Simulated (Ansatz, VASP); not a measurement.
**B: VASP beside Ansatz**

```xyz
2
Lattice="3.0248 0.0000 0.0000 -1.5124 2.6195 0.0000 0.0000 0.0000 1.8973" Properties=species:S:1:pos:R:3 pbc="T T T"
B     0.0000    1.7464    0.0000
B     1.5124    0.8732    0.0000
```

Alike in both runs: task relaxation of cell and atoms; functional PBE; k mesh 6 × 6 × 8; occupations gaussian, width 0.1 eV; no spin polarisation.

|  | VASP | Ansatz |
| --- | --- | --- |
| version | VASP 6.6.1 | Ansatz 0.2.0 |
| potentials or method | VASP PAW PBE potentials, release 64 (B), cutoff 600 eV | scalar-relativistic, plane waves, PAW |
| valence electrons in the cell | 6 | 6 |

|  | VASP | Ansatz | Ansatz less VASP |
| --- | --- | --- | --- |
| gap on the k mesh at the Fermi level, each at its own relaxed structure (eV) | none | none | - |
| relaxed volume (Å³/atom) | 7.67 | 7.63 | -0.033 |
| relaxed cell length with the largest relative difference (Å) | 1.965 | 1.962 | -0.0033 |

A gap of «none» marks a metal or a gap that the smearing closes.

The k mesh is coarse, so the values compare programs but aren't converged.
